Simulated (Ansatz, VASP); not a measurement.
**Two plane-wave programs on NbSi**

INCAR

```
  PREC = Accurate
  ENCUT = 500
  EDIFF = 1E-6
  ISMEAR = -1
  SIGMA = 0.05
  LREAL = False
  LASPH = True
  NELM = 120
  ALGO = Normal
  ISIF = 2
  LWAVE = False
  LCHARG = False
  GGA = PS
  NBANDS = 16
  GGA_COMPAT = False
```

File KPOINTS:

```
regular mesh
0
Gamma
  9 9 9
```

Contents of POSCAR:

```
NbSi
1.0
    0.0000000000      2.5738300000      2.5738300000
    2.5738300000      0.0000000000      2.5738300000
    2.5738300000      2.5738300000      0.0000000000
Nb Si
1 1
Direct
    0.0000000000      0.0000000000      0.0000000000
    0.5000000000      0.5000000000      0.5000000000
```

input.yaml

```yaml
crystal:
  lattice:
    - [0.0, 2.57383, 2.57383]
    - [2.57383, 0.0, 2.57383]
    - [2.57383, 2.57383, 0.0]
  atoms:
    - { symbol: Nb, position: [0.0, 0.0, 0.0] }
    - { symbol: Si, position: [0.5, 0.5, 0.5] }
hamiltonian:
  xc: pbesol
  pseudopotentials: { kind: paw }
kpoints:
  mp_grid: { grid: [9, 9, 9] }
  band_path:
    path:
      - [[0.0, 0.0, 0.0], [0.5, 0.0, 0.5], [0.5, 0.25, 0.75], [0.375, 0.375, 0.75], [0.0, 0.0, 0.0], [0.5, 0.5, 0.5], [0.625, 0.25, 0.625], [0.5, 0.25, 0.75], [0.5, 0.5, 0.5], [0.375, 0.375, 0.75]]
      - [[0.625, 0.25, 0.625], [0.5, 0.0, 0.5]]
    npoints: 14
scf:
  occupations: { method: fermi_dirac, width: 0.05 }
  n_extra_bands: 6
output:
  forces: true
  stress: true
  eigenvalues: true
  fatbands: true
```

Alike in both runs: functional PBEsol; k mesh 9 × 9 × 9; occupations fermi-dirac, width 0.05 eV; no spin polarisation.

```csv
,VASP,Ansatz
version,VASP 6.6.1,Ansatz 0.2.0
potentials or method,"VASP PAW PBE potentials, release 64 (Nb_sv, Si)",Ansatz PAW
plane-wave cutoff (eV),500,420
valence electrons in the cell,17,17
task,single point,band structure
```

```tsv
	VASP	Ansatz	Ansatz less VASP
gap on the k mesh at the Fermi level (eV)	none	none	-
pressure (GPa)	-4.4	-4.4	+0.07
```

VASP's potentials were made for PBE, not for PBEsol. A gap of «none» marks a metal or a gap that the smearing closes.
